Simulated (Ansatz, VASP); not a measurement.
HfO2: VASP beside Ansatz

```
Hf O
1.0
     0.13467    2.54818    2.54818
     2.54818    0.13467    2.54818
     2.54818    2.54818    0.13467
Hf O
1 2
Direct
  0.00000 0.00000 0.00000
  0.25000 0.25000 0.25000
  0.75000 0.75000 0.75000
```

Alike in both runs: task single point; functional PBE; k mesh 8 × 8 × 8; occupations gaussian, width 0.05 eV; no spin polarisation.

```csv
,VASP,Ansatz
version,VASP 6.6.1,Ansatz 0.2.0
potentials or method,"VASP PAW PBE potentials, release 64 (Hf_pv, O), cutoff 520 eV","scalar-relativistic, plane waves, PAW"
valence electrons in the cell,22,38
```

```csv
,VASP,Ansatz,Ansatz less VASP
gap on the k mesh at the Fermi level (eV),4.05,4.01,-0.036
least direct gap on the mesh (eV),4.05,4.01,-0.036
pressure (GPa),22.2,26.7,+4.49
"traceless stress, the component that is largest in VASP (GPa)",-5.71,-5.94,-0.231
rms of the force components (eV/Å),0.364,0.394,+0.0294
```

Atom by atom the forces differ by 0.029 eV/Å (rms over components). With one functional, cell and mesh, what is left measures potentials, basis and numerics. VASP's potentials hold 22 valence electrons a cell and Ansatz's 38, so a difference there can come from the potentials and not from the codes.

Neither program's run includes spin-orbit coupling.
